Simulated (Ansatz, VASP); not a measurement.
# One calculation of Sr3CuH2, two programs

```
Sr Cu H
1.0
     7.05013    0.00000    0.00000
    -3.52506    6.10559    0.00000
     0.00000    0.00000    3.57088
Sr Cu H
3 1 2
Direct
  0.50000 0.00000 0.00000
  0.00000 0.50000 0.00000
  0.50000 0.50000 0.00000
  0.00000 0.00000 0.00000
  0.33333 0.66667 0.50000
  0.66667 0.33333 0.50000
```

Alike in both runs: functional PBE; k mesh 6 × 6 × 10; occupations gaussian, width 0.1 eV; no spin polarisation.

Ansatz relaxed the structure, and its values are those at the end. VASP's run is a single point on that final structure, the one shown.

```csv
,VASP,Ansatz
version,VASP 6.6.1,Ansatz 0.2.0
potentials or method,"VASP PAW PBE potentials, release 64 (Sr_sv, Cu, H), cutoff 520 eV","scalar-relativistic, plane waves, PAW"
valence electrons in the cell,43,51
```

```tsv
	VASP	Ansatz	Ansatz less VASP
gap on the k mesh at the Fermi level (eV)	none	none	-
pressure (GPa)	0.1	0.0	-0.08
```

A gap of «none» marks a metal or a gap that the smearing closes. VASP's potentials hold 43 valence electrons a cell and Ansatz's 51, so a difference there can come from the potentials and not from the codes.
